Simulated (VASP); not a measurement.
# YAl3N4 (P-43m) in VASP: further runs

Runs on YAl3N4. Level: PBE. Tasks: single point, relaxation of cell and atoms.

Everything below comes from runs of VASP 6.6.1. Logs are shortened: lines on timing, memory, paths and dates and some standing lists are left out, and cuts for length are marked.

## 1. The cell of the first run

The structure is cubic, space group P-43m (No. 215). Conventional cell: a = 4.635 Å, b = 4.635 Å, c = 4.635 Å, α = 90.00°, β = 90.00°, γ = 90.00°. Y (site symmetry -43m) has 4 N at 2.19 Å within 2.9 Å. Al (site symmetry -42m) has 4 N at 1.95 Å within 2.6 Å. Within 2.6 Å of N (site symmetry 3m) lie 3 Al at 1.95 Å and 1 Y at 2.19 Å.

## 2. Single point, PBE

The input, INCAR:

```
PREC = Accurate
ENCUT = 520
EDIFF = 1E-6
ISMEAR = 0
SIGMA = 0.1
LREAL = F
LASPH = T
NELM = 60
ALGO = Normal
ISIF = 2
LWAVE = F
LCHARG = F
GGA = PE
NBANDS = 30
```

The input, KPOINTS:

```
Automatic mesh
0
Gamma
  4 4 4
```

The input, POSCAR:

```
YAl3N4
1.0
    4.6350757979      0.0000000000      0.0000000000
    0.0000000000      4.6350757979      0.0000000000
    0.0000000000      0.0000000000      4.6350757979
Y Al N
1 3 4
Direct
    0.5000000000      0.5000000000      0.5000000000
    0.5000000000      0.0000000000      0.0000000000
    0.0000000000      0.0000000000      0.5000000000
    0.0000000000      0.5000000000      0.0000000000
    0.7722684646      0.2277315354      0.7722684646
    0.7722684646      0.7722684646      0.2277315354
    0.2277315354      0.2277315354      0.2277315354
    0.2277315354      0.7722684646      0.7722684646
```

Potentials or basis: VASP PAW PBE potentials, release 64 (Y_sv, Al, N).

On the command line:

```
> cat potpaw_PBE.64/Y_sv/POTCAR potpaw_PBE.64/Al/POTCAR potpaw_PBE.64/N/POTCAR > POTCAR
> mpirun -np 1 vasp_std > vasp.out
```

OUTCAR:

```text
PREC = Accurate
   ENCUT = 520
   EDIFF = 1E-6
   ISMEAR = 0
   LREAL = F
   LASPH = T
   NELM = 60
   ISIF = 2
   GGA = PE

 ion  position               nearest neighbor table
   1  0.500  0.500  0.500-   5 2.19   6 2.19   7 2.19   8 2.19   3 3.28   4 3.28   2 3.28   2 3.28
                             4 3.28   2 3.28   3 3.28   2 3.28   3 3.28   4 3.28   4 3.28   3 3.28
   2  0.500  0.000  0.000-   5 1.95   6 1.95   7 1.95   8 1.95   3 3.28   4 3.28   1 3.28   1 3.28
                             3 3.28   1 3.28   4 3.28   1 3.28   3 3.28   4 3.28   3 3.28   4 3.28
   3  0.000  0.000  0.500-   5 1.95   6 1.95   7 1.95   8 1.95   2 3.28   4 3.28   1 3.28   2 3.28
                             4 3.28   1 3.28   4 3.28   4 3.28   1 3.28   2 3.28   2 3.28   1 3.28
   4  0.000  0.500  0.000-   5 1.95   6 1.95   7 1.95   8 1.95   2 3.28   3 3.28   1 3.28   1 3.28
                             3 3.28   2 3.28   3 3.28   3 3.28   1 3.28   2 3.28   1 3.28   2 3.28
   5  0.772  0.228  0.772-   2 1.95   3 1.95   4 1.95   1 2.19
   6  0.772  0.772  0.228-   2 1.95   3 1.95   4 1.95   1 2.19
   7  0.228  0.228  0.228-   2 1.95   3 1.95   4 1.95   1 2.19
   8  0.228  0.772  0.772-   2 1.95   3 1.95   4 1.95   1 2.19

  LATTYP: Found a simple cubic cell.
 ALAT       =     4.6350757979

  Lattice vectors:

 A1 = (   4.6350757979,   0.0000000000,   0.0000000000)
 A2 = (   0.0000000000,   4.6350757979,   0.0000000000)
 A3 = (   0.0000000000,   0.0000000000,   4.6350757979)

Analysis of symmetry for initial positions (statically):
=====================================================================
 Subroutine PRICEL returns:
 Original cell was already a primitive cell.

 Routine SETGRP: Setting up the symmetry group for a
 simple cubic supercell.

 Subroutine GETGRP returns: Found 24 space group operations
 (whereof 24 operations were pure point group operations)
 out of a pool of 48 trial point group operations.

The static configuration has the point symmetry T_d .

Analysis of symmetry for dynamics (positions and initial velocities):
=====================================================================
 Subroutine PRICEL returns:
 Original cell was already a primitive cell.

 Routine SETGRP: Setting up the symmetry group for a
 simple cubic supercell.

 Subroutine GETGRP returns: Found 24 space group operations
 (whereof 24 operations were pure point group operations)
 out of a pool of 48 trial point group operations.

The dynamic configuration has the point symmetry T_d .

 Subroutine INISYM returns: Found 24 space group operations
 (whereof 24 operations are pure point group operations),
 and found     1 'primitive' translations

----------------------------------------------------------------------------------------

                                     Primitive cell

  volume of cell :      99.5796

  direct lattice vectors                    reciprocal lattice vectors
     4.635075798  0.000000000  0.000000000     0.215746202  0.000000000  0.000000000
     0.000000000  4.635075798  0.000000000     0.000000000  0.215746202  0.000000000
     0.000000000  0.000000000  4.635075798     0.000000000  0.000000000  0.215746202

  length of vectors
     4.635075798  4.635075798  4.635075798     0.215746202  0.215746202  0.215746202

  position of ions in fractional coordinates (direct lattice)
     0.500000000  0.500000000  0.500000000
     0.500000000  0.000000000  0.000000000
     0.000000000  0.000000000  0.500000000
     0.000000000  0.500000000  0.000000000
     0.772268465  0.227731535  0.772268465
     0.772268465  0.772268465  0.227731535
     0.227731535  0.227731535  0.227731535
     0.227731535  0.772268465  0.772268465

  ion indices of the primitive-cell ions
   primitive index   ion index
                 1           1
                 2           2
                 3           3
                 4           4
                 5           5
                 6           6
                 7           7
                 8           8

----------------------------------------------------------------------------------------

 KPOINTS: Automatic mesh

Automatic generation of k-mesh.
 Grid dimensions read from file:
 generate k-points for:    4    4    4

 Generating k-lattice:

  Cartesian coordinates                     Fractional coordinates (reciprocal lattice)
     0.053936551  0.000000000  0.000000000     0.250000000  0.000000000  0.000000000
     0.000000000  0.053936551  0.000000000     0.000000000  0.250000000  0.000000000
     0.000000000  0.000000000  0.053936551     0.000000000  0.000000000  0.250000000

  Length of vectors
     0.053936551  0.053936551  0.053936551

  Shift w.r.t. Gamma in fractional coordinates (k-lattice)
     0.000000000  0.000000000  0.000000000

 Subroutine IBZKPT returns following result:
 ===========================================

 Found     10 irreducible k-points:

 Following reciprocal coordinates:
            Coordinates               Weight
  0.000000  0.000000  0.000000      1.000000
  0.250000  0.000000  0.000000      6.000000
  0.500000  0.000000  0.000000      3.000000
  0.250000  0.250000  0.000000     12.000000
  0.500000  0.250000  0.000000     12.000000
  0.500000  0.500000  0.000000      3.000000
  0.250000  0.250000  0.250000      8.000000
  0.500000  0.250000  0.250000     12.000000
  0.500000  0.500000  0.250000      6.000000
  0.500000  0.500000  0.500000      1.000000
   k-points           NKPTS =     10   k-points in BZ     NKDIM =     10   number of bands    NBANDS=     30
   number of dos      NEDOS =    301   number of ions     NIONS =      8
   total plane-waves  NPLWV =  46656
   dimension x,y,z NGX =    36 NGY =   36 NGZ =   36
   dimension x,y,z NGXF=    72 NGYF=   72 NGZF=   72
   ions per type =               1   3   4
   NGX,Y,Z   is equivalent  to a cutoff of  12.91, 12.91, 12.91 a.u.
   NGXF,Y,Z  is equivalent  to a cutoff of  25.82, 25.82, 25.82 a.u.
 SYSTEM =  unknown system
   PREC   = accura    normal or accurate (medium, high low for compatibility)
   ISTART =      0    job   : 0-new  1-cont  2-samecut
   ICHARG =      2    charge: 1-file 2-atom 10-const
   ISPIN  =      1    spin polarized calculation?
   LNONCOLLINEAR =      F non collinear calculations
   LSORBIT =      F    spin-orbit coupling
   LASPH  =      T    aspherical Exc in radial PAW
   ENCUT  =  520.0 eV  38.22 Ry    6.18 a.u.   8.62  8.62  8.62*2*pi/ulx,y,z
   NELM   =     60;   NELMIN=  2; NELMDL= -5     # of ELM steps
   EDIFF  = 0.1E-05   stopping-criterion for ELM
   LREAL  =      F    real-space projection
   EDIFFG = 0.1E-04   stopping-criterion for IOM
   NSW    =      0    number of steps for IOM
   IBRION =     -1    ionic relax: 0-MD 1-quasi-New 2-CG
   NFREE  =      0    steps in history (QN), initial steepest desc. (CG)
   ISIF   =      2    stress and relaxation
   ISYM   =      2    0-nonsym 1-usesym 2-fastsym
   POTIM  = 0.5000    time-step for ionic-motion
   TEBEG  =    0.0;   TEEND  =   0.0 temperature during run
   PSTRESS=    0.0 pullay stress
   NELECT =      40.0000    total number of electrons
   NUPDOWN=      -1.0000    fix difference up-down
   EMIN   =  10.00;   EMAX   =-10.00  energy-range for DOS
   EFERMI =   0.00;   METHOD = LEGACY
   ISMEAR =     0;   SIGMA  =   0.10  broadening in eV -4-tet -1-fermi 0-gaus
   EFERMI_NEDOS =   21; number of points for ismear=-14 and -15
   IALGO  =     38    algorithm
   IMIX   =      4    mixing-type and parameters
     AMIX     =   0.40;   BMIX     =  1.00
     AMIX_MAG =   1.60;   BMIX_MAG =  1.00
  volume/ion in A,a.u.               =      12.45        84.00
  Fermi-wavevector in a.u.,A,eV,Ry     =   1.207919  2.282637 19.851846  1.459069
  Thomas-Fermi vector in A             =   2.343543
   LORBIT       =      0    0 simple, 1 ext, 2 COOP (PROOUT), +10 PAW based schemes
   GGA     = PE    functional components
   LHFCALC =     F    Hartree Fock is set to
   AEXX    =    0.0000 exact exchange contribution
   IVDW    =     0    specifies the selected vdW correction
   LEPSILON=     F    determine dielectric tensor
   LRPA    =     F    only Hartree local field effects (RPA)
 non-spin polarized calculation
 Gauss-broadening in eV      SIGMA  =   0.10
  energy-cutoff  :      520.00
  volume of cell :       99.58
 maximum number of plane-waves:      2730
 NGX is ok and might be reduce to    36
   NGX = 17   NGY = 17   NGZ = 17

 number of electron      39.9999997 magnetization

 Free energy of the ion-electron system (eV)
  ---------------------------------------------------
  ext. energy  EPLUGINS =         0.00000000
  ---------------------------------------------------
  free energy    TOTEN  =       -60.72047913 eV

  energy without entropy =      -60.72047913  energy(sigma->0) =      -60.72047913

 E-fermi :   5.3666     XC(G=0): -10.5831

 val. band max:        4.9027804663   @ k =   0.5000   0.0000   0.0000
 cond. band min:       7.2127771482   @ k =   0.0000   0.0000   0.0000
 fundamental gap:      2.3099966818
 Fermi energy:         5.3665874439

 k-point     1 :       0.0000    0.0000    0.0000
  band No.  band energies     occupation
      1     -34.8604      2.00000
      2     -15.2625      2.00000
      3     -15.2625      2.00000
      4     -15.2625      2.00000
      5      -9.4439      2.00000
      6      -7.1637      2.00000
[... 22 lines left out ...]
     29      15.3527      0.00000
     30      15.3527      0.00000

 k-point     2 :       0.2500    0.0000    0.0000
  band No.  band energies     occupation
      1     -34.8599      2.00000
      2     -15.2990      2.00000
      3     -15.2578      2.00000
      4     -15.2578      2.00000
      5      -9.1448      2.00000
      6      -7.5373      2.00000
[... 256 lines left out ...]
 k-point    10 :       0.5000    0.5000    0.5000
  band No.  band energies     occupation
      1     -34.8575      2.00000
      2     -15.2984      2.00000
      3     -15.2984      2.00000
      4     -15.2984      2.00000
      5      -7.8780      2.00000
      6      -7.7221      2.00000
[... 22 lines left out ...]
     29      12.5591      0.00000
     30      13.9028      0.00000

------------------------ aborting loop because EDIFF is reached ----------------------------------------

  FORCE on cell =-STRESS in cart. coord.  units (eV):
  Direction    XX          YY          ZZ          XY          YZ          ZX
  --------------------------------------------------------------------------------------
  -------------------------------------------------------------------------------------
  Total       -0.3859129     -0.3859129     -0.3859129      0.0000000      0.0000000      0.0000000
  in kB       -6.2091096     -6.2091096     -6.2091096      0.0000000      0.0000000      0.0000000
  external PRESSURE =      -6.2091096 kB  Pullay stress =       0.0000000 kB

 VOLUME and BASIS-vectors are now :
 -----------------------------------------------------------------------------
  energy-cutoff  :      520.00
  volume of cell :       99.58
      direct lattice vectors                 reciprocal lattice vectors
     4.635075798  0.000000000  0.000000000     0.215746202  0.000000000  0.000000000
     0.000000000  4.635075798  0.000000000     0.000000000  0.215746202  0.000000000
     0.000000000  0.000000000  4.635075798     0.000000000  0.000000000  0.215746202

 POSITION                                       TOTAL-FORCE (eV/Angst)
 -----------------------------------------------------------------------------------
      2.31754      2.31754      2.31754        -0.000000     -0.000000     -0.000000
      2.31754      0.00000      0.00000         0.000000     -0.000000     -0.000000
      0.00000      0.00000      2.31754        -0.000000     -0.000000      0.000000
      0.00000      2.31754      0.00000        -0.000000     -0.000000     -0.000000
      3.57952      1.05555      3.57952        -0.017096      0.017096     -0.017096
      3.57952      3.57952      1.05555        -0.017096     -0.017096      0.017096
      1.05555      1.05555      1.05555         0.017096      0.017096      0.017096
      1.05555      3.57952      3.57952         0.017096     -0.017096     -0.017096
 -----------------------------------------------------------------------------------
    total drift:                               -0.000000     -0.000000     -0.000000

  FREE ENERGIE OF THE ION-ELECTRON SYSTEM (eV)
  ---------------------------------------------------
  free  energy   TOTEN  =       -60.7204791331 eV

  energy  without entropy=      -60.7204791331  energy(sigma->0) =      -60.72047913
```

Wall time 41 s (1 thread of Intel Xeon 8259CL, shared host); peak memory 0.22 GiB.

Results:

* Free energy: -60.7205 eV
* Pressure: -0.6 GPa
* Largest force: 0.030 eV/Å
* Band gap on the k mesh: 2.31 eV (least direct gap 3.02 eV)

Forces on the atoms (eV/Å):
```
Y    0.000  0.000  0.000
Al   0.000  0.000  0.000
Al   0.000  0.000  0.000
Al   0.000  0.000  0.000
N   -0.017  0.017 -0.017
N   -0.017 -0.017  0.017
N    0.017  0.017  0.017
N    0.017 -0.017 -0.017
```

Levels at points of the mesh, in eV from the valence-band top:
| k point | band 16 | band 17 | band 18 | band 19 | band 20 | band 21 | band 22 | band 23 | band 24 | band 25 |
| --- | --- | --- | --- | --- | --- | --- | --- | --- | --- | --- |
| (0.00, 0.00, 0.00) | -1.55 | -1.55 | -0.71 | -0.71 | -0.71 | 2.31 | 2.97 | 2.97 | 2.97 | 4.63 |
| (0.50, 0.00, 0.00) | -1.93 | -1.93 | -1.05 | 0.00 | 0.00 | 4.28 | 4.28 | 4.28 | 4.40 | 5.66 |
| (0.50, 0.50, 0.00) | -1.49 | -1.28 | -0.76 | -0.23 | -0.23 | 4.82 | 5.15 | 5.80 | 5.80 | 6.13 |
| (0.50, 0.50, 0.50) | -1.18 | -1.18 | -0.44 | -0.44 | -0.44 | 5.04 | 5.04 | 5.04 | 5.54 | 5.54 |

## 3. Single point, PBE

This run uses another cell than the first one, of 13.97 Å³/atom.

The input, INCAR:

```
SYSTEM = YAl3N4
PREC     = Accurate       ! precision mode
ENCUT    = 520            ! plane-wave cutoff, eV
EDIFF    = 1E-6           ! SCF threshold, eV
ISMEAR   = 0              ! smearing method
SIGMA    = 0.1            ! smearing width, eV
LREAL    = .False.        ! projectors in reciprocal space
LASPH    = .True.         ! aspherical terms in the spheres
NELM     = 60             ! most SCF steps
ALGO     = Normal         ! electronic algorithm
ISIF     = 2              ! what is computed and relaxed
LWAVE    = .False.        ! write WAVECAR
LCHARG   = .True.         ! write CHGCAR
GGA      = PE             ! functional
LELF     = .True.         ! ELF
LVHAR    = .True.       
NBANDS   = 30             ! bands
```

The input, KPOINTS:

```
Automatic mesh
0
Gamma
  4 4 4
  0 0 0
```

The input, POSCAR:

```
YAl3N4
1.0
    4.8166802000      0.0000000000      0.0000000000
    0.0000000000      4.8166802000      0.0000000000
    0.0000000000      0.0000000000      4.8166802000
Y Al N
1 3 4
Direct
    0.5000000000      0.5000000000      0.5000000000
    0.5000000000      0.0000000000      0.0000000000
    0.0000000000      0.0000000000      0.5000000000
    0.0000000000      0.5000000000      0.0000000000
    0.7500000000      0.2500000000      0.7500000000
    0.7500000000      0.7500000000      0.2500000000
    0.2500000000      0.2500000000      0.2500000000
    0.2500000000      0.7500000000      0.7500000000
```

Potentials or basis: VASP PAW PBE potentials, release 64 (Y_sv, Al, N).

On the command line:

```
> cat potpaw_PBE.64/Y_sv/POTCAR potpaw_PBE.64/Al/POTCAR potpaw_PBE.64/N/POTCAR > POTCAR
> mpirun -np 1 vasp_std > vasp.out
```

Run time: 50 s. Hardware: 1 thread of Intel Xeon 8259CL, shared host; peak memory 0.23 GiB.

It converged, with:

| Quantity | Value |
| --- | --- |
| Free energy | -58.8066 eV |
| Pressure | -9.3 GPa |
| Band gap on the k mesh | 1.97 eV (least direct gap 2.64 eV) |

Levels at points of the mesh, in eV from the valence-band top:
```
           k point  band 17  band 18  band 19  band 20  band 21  band 22  band 23  band 24
(0.00, 0.00, 0.00)    -0.87    -0.68    -0.68    -0.68     1.97     3.30     3.30     3.30
(0.50, 0.00, 0.00)    -1.45    -0.78     0.00     0.00     3.83     4.41     4.41     4.80
(0.50, 0.50, 0.00)    -0.90    -0.80    -0.13    -0.13     4.89     5.42     6.02     6.02
(0.50, 0.50, 0.50)    -0.80    -0.48    -0.48    -0.48     4.65     4.65     4.65     6.29
```

Caveat: the cell stands under tension.

(Continued in part 2 of 2.)
